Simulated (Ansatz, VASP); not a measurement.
## MgS: VASP beside Ansatz

```
Mg S
1.0
     0.00000    2.53661    2.60165
     2.53661    0.00000    2.60165
     2.53661    2.53661    0.00000
Mg S
1 1
Direct
  0.00000 0.00000 0.00000
  0.50000 0.50000 0.50000
```

Change from the starting cell: strain -0.025 along x and y, +0.000 along z, atoms carried along.

Alike in both runs: task single point; functional LDA; k mesh 8 × 8 × 8; occupations gaussian, width 0.05 eV; no spin polarisation.

```csv
,VASP,Ansatz
version,VASP 6.6.1,Ansatz 0.2.0
potentials or method,"VASP PAW LDA potentials, release 64 (Mg, S), cutoff 520 eV","scalar-relativistic, plane waves, PAW"
valence electrons in the cell,8,16
```

Ansatz gave:

| Property | Result |
| --- | --- |
| gap on the k mesh at the Fermi level (eV) | 2.55 |
| least direct gap on the mesh (eV) | 3.82 |
| pressure (GPa) | 0.8 |
| traceless stress, the component that is largest in VASP (GPa) | -2.05 |

Problem. Which values does VASP return?

Solution. gap on the k mesh at the Fermi level (eV): 2.55; least direct gap on the mesh (eV): 3.83; pressure (GPa): 0.2; traceless stress, the component that is largest in VASP (GPa): -2.06.

LDA's correlation is that of Perdew and Zunger in VASP and of Perdew and Wang (1992) in Ansatz. VASP's potentials hold 8 valence electrons a cell and Ansatz's 16, so a difference there can come from the potentials and not from the codes.
